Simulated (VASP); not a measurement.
# Sc (P6/mmm) in VASP: a series of runs

Sc is run at these levels: PBEsol; tasks: single point, relaxation of cell and atoms.

Everything below comes from runs of VASP 6.6.1. Logs are shortened: lines on timing, memory, paths and dates and some standing lists are left out, and cuts for length are marked.

### 1 The cell of the first run

It takes space group P6/mmm (No. 191, hexagonal). The conventional cell has a = 3.155 Å, b = 3.155 Å, c = 2.948 Å, α = 90.00°, β = 90.00°, γ = 120.00°. Within 3.9 Å of Sc (site symmetry 6/mmm) lie 8 Sc at 2.95 to 3.16 Å.

This isn't the form of Sc at room conditions, which is hcp.

### 2 Single point, PBEsol

Input file INCAR:

```
PREC = Accurate
ENCUT = 520
EDIFF = 1E-6
ISMEAR = 0
SIGMA = 0.1
LREAL = False
LASPH = True
NELM = 80
ALGO = Normal
ISIF = 2
LWAVE = False
LCHARG = False
GGA = PS
NBANDS = 12
```

Input file KPOINTS:

```
regular mesh
0
Gamma
  6 6 6
```

Input file POSCAR:

```
Sc
1.0
    3.1553832648      0.0000000000      0.0000000000
   -1.5776916324      2.7326420660      0.0000000000
    0.0000000000      0.0000000000      2.9483112381
Sc
1
Direct
    0.0000000000      0.0000000000      0.0000000000
```

Potentials or basis: VASP PAW PBE potentials, release 64 (Sc_sv).

Run with:

```
cat potpaw_PBE.64/Sc_sv/POTCAR > POTCAR
mpirun -np 1 vasp_std > vasp.out
```

OUTCAR:

```text
PREC = Accurate
   ENCUT = 520
   EDIFF = 1E-6
   ISMEAR = 0
   LREAL = False
   LASPH = True
   NELM = 80
   ISIF = 2
   GGA = PS

 ion  position               nearest neighbor table
   1  0.000  0.000  0.000-

  LATTYP: Found a hexagonal cell.
 ALAT       =     3.1553832648
 C/A-ratio  =     0.9343750000

  Lattice vectors:

 A1 = (   3.1553832648,   0.0000000000,   0.0000000000)
 A2 = (  -1.5776916324,   2.7326420660,   0.0000000000)
 A3 = (   0.0000000000,   0.0000000000,   2.9483112381)

Analysis of symmetry for initial positions (statically):
=====================================================================
 Subroutine PRICEL returns:
 Original cell was already a primitive cell.

 Routine SETGRP: Setting up the symmetry group for a
 hexagonal supercell.

 Subroutine GETGRP returns: Found 24 space group operations
 (whereof 24 operations were pure point group operations)
 out of a pool of 24 trial point group operations.

The static configuration has the point symmetry D_6h.

Analysis of symmetry for dynamics (positions and initial velocities):
=====================================================================
 Subroutine PRICEL returns:
 Original cell was already a primitive cell.

 Routine SETGRP: Setting up the symmetry group for a
 hexagonal supercell.

 Subroutine GETGRP returns: Found 24 space group operations
 (whereof 24 operations were pure point group operations)
 out of a pool of 24 trial point group operations.

The dynamic configuration has the point symmetry D_6h.

 Subroutine INISYM returns: Found 24 space group operations
 (whereof 24 operations are pure point group operations),
 and found     1 'primitive' translations

----------------------------------------------------------------------------------------

                                     Primitive cell

  volume of cell :      25.4219

  direct lattice vectors                    reciprocal lattice vectors
     3.155383265  0.000000000  0.000000000     0.316918712  0.182973104  0.000000000
    -1.577691632  2.732642066  0.000000000     0.000000000  0.365946207  0.000000000
     0.000000000  0.000000000  2.948311238     0.000000000  0.000000000  0.339177217

  length of vectors
     3.155383265  3.155383265  2.948311238     0.365946207  0.365946207  0.339177217

  position of ions in fractional coordinates (direct lattice)
     0.000000000  0.000000000  0.000000000

  ion indices of the primitive-cell ions
   primitive index   ion index
                 1           1

----------------------------------------------------------------------------------------

 KPOINTS: regular mesh

Automatic generation of k-mesh.
 Grid dimensions read from file:
 generate k-points for:    6    6    6

 Generating k-lattice:

  Cartesian coordinates                     Fractional coordinates (reciprocal lattice)
     0.052819785  0.030495517  0.000000000     0.166666667  0.000000000  0.000000000
     0.000000000  0.060991035  0.000000000     0.000000000  0.166666667  0.000000000
     0.000000000  0.000000000  0.056529536     0.000000000  0.000000000  0.166666667

  Length of vectors
     0.060991035  0.060991035  0.056529536

  Shift w.r.t. Gamma in fractional coordinates (k-lattice)
     0.000000000  0.000000000  0.000000000

 Subroutine IBZKPT returns following result:
 ===========================================

 Found     28 irreducible k-points:

 Following reciprocal coordinates:
            Coordinates               Weight
  0.000000  0.000000  0.000000      1.000000
  0.166667 -0.000000  0.000000      6.000000
  0.333333 -0.000000  0.000000      6.000000
  0.500000 -0.000000  0.000000      3.000000
  0.166667  0.166667  0.000000      6.000000
  0.333333  0.166667  0.000000     12.000000
[... 16 lines left out ...]
  0.166667 -0.000000  0.500000      6.000000
  0.333333 -0.000000  0.500000      6.000000
 [... further k-points ...]
   k-points           NKPTS =     28   k-points in BZ     NKDIM =     28   number of bands    NBANDS=     12
   number of dos      NEDOS =    301   number of ions     NIONS =      1
   total plane-waves  NPLWV =  13824
   dimension x,y,z NGX =    24 NGY =   24 NGZ =   24
   dimension x,y,z NGXF=    48 NGYF=   48 NGZF=   48
   ions per type =               1
   NGX,Y,Z   is equivalent  to a cutoff of  12.64, 12.64, 13.53 a.u.
   NGXF,Y,Z  is equivalent  to a cutoff of  25.29, 25.29, 27.07 a.u.
 SYSTEM =  unknown system
   PREC   = accura    normal or accurate (medium, high low for compatibility)
   ISTART =      0    job   : 0-new  1-cont  2-samecut
   ICHARG =      2    charge: 1-file 2-atom 10-const
   ISPIN  =      1    spin polarized calculation?
   LNONCOLLINEAR =      F non collinear calculations
   LSORBIT =      F    spin-orbit coupling
   LASPH  =      T    aspherical Exc in radial PAW
   ENCUT  =  520.0 eV  38.22 Ry    6.18 a.u.   5.87  5.87  5.48*2*pi/ulx,y,z
   NELM   =     80;   NELMIN=  2; NELMDL= -5     # of ELM steps
   EDIFF  = 0.1E-05   stopping-criterion for ELM
   LREAL  =      F    real-space projection
   EDIFFG = 0.1E-04   stopping-criterion for IOM
   NSW    =      0    number of steps for IOM
   IBRION =     -1    ionic relax: 0-MD 1-quasi-New 2-CG
   NFREE  =      0    steps in history (QN), initial steepest desc. (CG)
   ISIF   =      2    stress and relaxation
   ISYM   =      2    0-nonsym 1-usesym 2-fastsym
   POTIM  = 0.5000    time-step for ionic-motion
   TEBEG  =    0.0;   TEEND  =   0.0 temperature during run
   PSTRESS=    0.0 pullay stress
   NELECT =      11.0000    total number of electrons
   NUPDOWN=      -1.0000    fix difference up-down
   EMIN   =  10.00;   EMAX   =-10.00  energy-range for DOS
   EFERMI =   0.00;   METHOD = LEGACY
   ISMEAR =     0;   SIGMA  =   0.10  broadening in eV -4-tet -1-fermi 0-gaus
   EFERMI_NEDOS =   21; number of points for ismear=-14 and -15
   IALGO  =     38    algorithm
   IMIX   =      4    mixing-type and parameters
     AMIX     =   0.40;   BMIX     =  1.00
     AMIX_MAG =   1.60;   BMIX_MAG =  1.00
  volume/ion in A,a.u.               =      25.42       171.56
  Fermi-wavevector in a.u.,A,eV,Ry     =   1.238235  2.339924 20.860797  1.533225
  Thomas-Fermi vector in A             =   2.372769
   LORBIT       =      0    0 simple, 1 ext, 2 COOP (PROOUT), +10 PAW based schemes
   GGA     = PS    functional components
   LHFCALC =     F    Hartree Fock is set to
   AEXX    =    0.0000 exact exchange contribution
   IVDW    =     0    specifies the selected vdW correction
   LEPSILON=     F    determine dielectric tensor
   LRPA    =     F    only Hartree local field effects (RPA)
 non-spin polarized calculation
 Gauss-broadening in eV      SIGMA  =   0.10
  energy-cutoff  :      520.00
  volume of cell :       25.42
 maximum number of plane-waves:       702
 NGX is ok and might be reduce to    24
   NGX = 11   NGY = 11   NGZ = 11

 number of electron      11.0000001 magnetization

 Free energy of the ion-electron system (eV)
  ---------------------------------------------------
  ext. energy  EPLUGINS =         0.00000000
  ---------------------------------------------------
  free energy    TOTEN  =        -6.17070999 eV

  energy without entropy =       -6.15505851  energy(sigma->0) =       -6.16288425

 E-fermi :   3.3863     XC(G=0):  -9.8378

 val. band max:        3.3439853029   @ k =   0.3333  -0.0000   0.5000
 cond. band min:       3.3888120821   @ k =   0.3333  -0.0000   0.3333
 fundamental gap:      0.0448267792
 Fermi energy:         3.3863327758

 k-point     1 :       0.0000    0.0000    0.0000
  band No.  band energies     occupation
      1     -45.9895      2.00000
      2     -24.5092      2.00000
      3     -24.4379      2.00000
      4     -24.4379      2.00000
      5      -1.6079      2.00000
      6       3.0035      2.00000
      7       4.9489      0.00000
      8       4.9489      0.00000
      9       7.2735      0.00000
     10       7.2735      0.00000
     11      15.7547      0.00000
     12      15.9705      0.00000

 k-point     2 :       0.1667   -0.0000    0.0000
  band No.  band energies     occupation
      1     -45.9742      2.00000
      2     -24.5478      2.00000
      3     -24.4979      2.00000
      4     -24.4629      2.00000
      5      -0.9565      2.00000
      6       3.2113      1.98667
      7       4.3960      0.00000
      8       5.4354      0.00000
      9       6.8525      0.00000
     10       7.2026      0.00000
     11      15.0596      0.00000
     12      16.8244      0.00000

 k-point     3 :       0.3333   -0.0000    0.0000
  band No.  band energies     occupation
      1     -45.9433      2.00000
      2     -24.7622      2.00000
      3     -24.5124      2.00000
      4     -24.4751      2.00000
      5       0.6512      2.00000
      6       3.3019      1.76778
      7       3.8390      0.00000
      8       6.1650      0.00000
      9       6.6306      0.00000
     10       7.0644      0.00000
     11      11.5220      0.00000
     12      14.8661      0.00000

 k-point     4 :       0.5000   -0.0000    0.0000
  band No.  band energies     occupation
      1     -45.9277      2.00000
      2     -24.8667      2.00000
      3     -24.5369      2.00000
      4     -24.4636      2.00000
      5       1.7054      2.00000
      6       3.4247      0.58765
      7       3.5684      0.01002
      8       5.8723      0.00000
      9       6.9969      0.00000
     10       7.4388      0.00000
     11       9.8024      0.00000
     12      13.6674      0.00000

 k-point     5 :       0.1667    0.1667    0.0000
  band No.  band energies     occupation
      1     -45.9510      2.00000
      2     -24.6886      2.00000
      3     -24.5214      2.00000
      4     -24.4808      2.00000
      5       0.2114      2.00000
      6       3.5063      0.08975
      7       3.6795      0.00003
      8       6.3608      0.00000
      9       6.3886      0.00000
     10       7.0200      0.00000
     11      13.2735      0.00000
     12      13.4551      0.00000

 k-point     6 :       0.3333    0.1667    0.0000
  band No.  band energies     occupation
      1     -45.9278      2.00000
      2     -24.8121      2.00000
      3     -24.5941      2.00000
      4     -24.4637      2.00000
      5       1.8638      2.00000
      6       3.1814      1.99624
      7       3.6560      0.00014
      8       6.0401      0.00000
      9       6.7886      0.00000
     10       7.6610      0.00000
     11      10.1380      0.00000
     12      11.9004      0.00000

 k-point     7 :       0.3333    0.3333    0.0000
  band No.  band energies     occupation
      1     -45.9200      2.00000
      2     -24.7367      2.00000
      3     -24.7367      2.00000
      4     -24.4580      2.00000
      5       3.0630      2.00000
      6       3.0630      2.00000
      7       3.2748      1.88538
      8       6.3068      0.00000
      9       6.3068      0.00000
     10       9.2752      0.00000
     11       9.2752      0.00000
     12       9.3527      0.00000

 k-point     8 :       0.0000    0.0000    0.1667
  band No.  band energies     occupation
      1     -45.9726      2.00000
      2     -24.6488      2.00000
      3     -24.4259      2.00000
      4     -24.4259      2.00000
      5      -1.0573      2.00000
      6       3.3114      1.71077
      7       5.0547      0.00000
      8       5.0547      0.00000
      9       6.8530      0.00000
     10       6.8530      0.00000
     11      13.0150      0.00000
     12      16.4146      0.00000
[... 166 lines left out ...]
 k-point    20 :       0.3333    0.1667    0.3333
  band No.  band energies     occupation
      1     -45.8790      2.00000
      2     -24.8492      2.00000
      3     -24.7575      2.00000
      4     -24.5510      2.00000
      5       2.3682      2.00000
      6       3.4129      0.70671
      7       4.9554      0.00000
      8       5.5237      0.00000
      9       6.1441      0.00000
     10       8.4615      0.00000
     11      10.6115      0.00000
     12      13.8826      0.00000

 k-point    21 :       0.3333    0.3333    0.3333
  band No.  band energies     occupation
      1     -45.8715      2.00000
      2     -24.8401      2.00000
      3     -24.6862      2.00000
      4     -24.6862      2.00000
      5       3.1168      1.99986
      6       3.1168      1.99986
      7       4.9991      0.00000
      8       4.9991      0.00000
      9       6.1900      0.00000
     10       9.7754      0.00000
     11      11.2972      0.00000
     12      11.2972      0.00000

 k-point    22 :       0.0000    0.0000    0.5000
  band No.  band energies     occupation
      1     -45.9214      2.00000
      2     -25.0517      2.00000
      3     -24.3896      2.00000
      4     -24.3896      2.00000
      5       1.7035      2.00000
      6       2.9763      2.00000
      7       5.3942      0.00000
      8       5.3942      0.00000
      9       5.8026      0.00000
     10       5.8026      0.00000
     11       9.6004      0.00000
     12      18.8849      0.00000

 k-point    23 :       0.1667   -0.0000    0.5000
  band No.  band energies     occupation
      1     -45.9068      2.00000
      2     -25.0322      2.00000
      3     -24.4920      2.00000
      4     -24.4132      2.00000
      5       2.4012      2.00000
      6       2.6206      2.00000
      7       5.0435      0.00000
      8       5.6259      0.00000
      9       5.8502      0.00000
     10       6.4359      0.00000
     11       9.5660      0.00000
     12      17.1065      0.00000

 k-point    24 :       0.3333   -0.0000    0.5000
  band No.  band energies     occupation
      1     -45.8774      2.00000
      2     -24.9928      2.00000
      3     -24.6922      2.00000
      4     -24.4602      2.00000
      5       2.1518      2.00000
      6       3.3440      1.45075
      7       5.2961      0.00000
      8       5.4964      0.00000
      9       6.9193      0.00000
     10       7.4932      0.00000
     11       9.2843      0.00000
     12      14.6243      0.00000

 [... further k-points ...]
[... 5 lines left out ...]
  --------------------------------------------------------------------------------------
  -------------------------------------------------------------------------------------
  Total       -0.3889292     -0.3889292     -0.5574532     -0.0000000      0.0000000      0.0000000
  in kB      -24.5116743    -24.5116743    -35.1326386     -0.0000000      0.0000000      0.0000000
  external PRESSURE =     -28.0519957 kB  Pullay stress =       0.0000000 kB

 VOLUME and BASIS-vectors are now :
 -----------------------------------------------------------------------------
  energy-cutoff  :      520.00
  volume of cell :       25.42
      direct lattice vectors                 reciprocal lattice vectors
     3.155383265  0.000000000  0.000000000     0.316918712  0.182973104  0.000000000
    -1.577691632  2.732642066  0.000000000     0.000000000  0.365946207  0.000000000
     0.000000000  0.000000000  2.948311238     0.000000000  0.000000000  0.339177217

 POSITION                                       TOTAL-FORCE (eV/Angst)
 -----------------------------------------------------------------------------------
      0.00000      0.00000      0.00000         0.000000      0.000000      0.000000
 -----------------------------------------------------------------------------------
    total drift:                                0.000000      0.000000      0.000000

  FREE ENERGIE OF THE ION-ELECTRON SYSTEM (eV)
  ---------------------------------------------------
  free  energy   TOTEN  =        -6.1707099922 eV

  energy  without entropy=       -6.1550585081  energy(sigma->0) =       -6.16288425
```

It took 3.1 s on 1 thread of Intel Xeon 6975P-C (Granite Rapids), shared host; peak memory 0.13 GiB.

Results:

```yaml
Free_energy: -6.1707 eV
Pressure: -2.8 GPa
Band_gap_on_the_k_mesh: zero (an odd number of electrons rules out a gap without spin polarisation)
```

Stress tensor (GPa, compression positive):
```
-2.45  0.00  0.00
 0.00 -2.45  0.00
 0.00  0.00 -3.51
```

Caveat: the k points lie up to 0.38 Å⁻¹ apart, too coarse for converged energies and pressures of a metal; the PAW data sets were made with another functional, which shifts forces and pressure a little.

(Continued in part 2 of 2.)
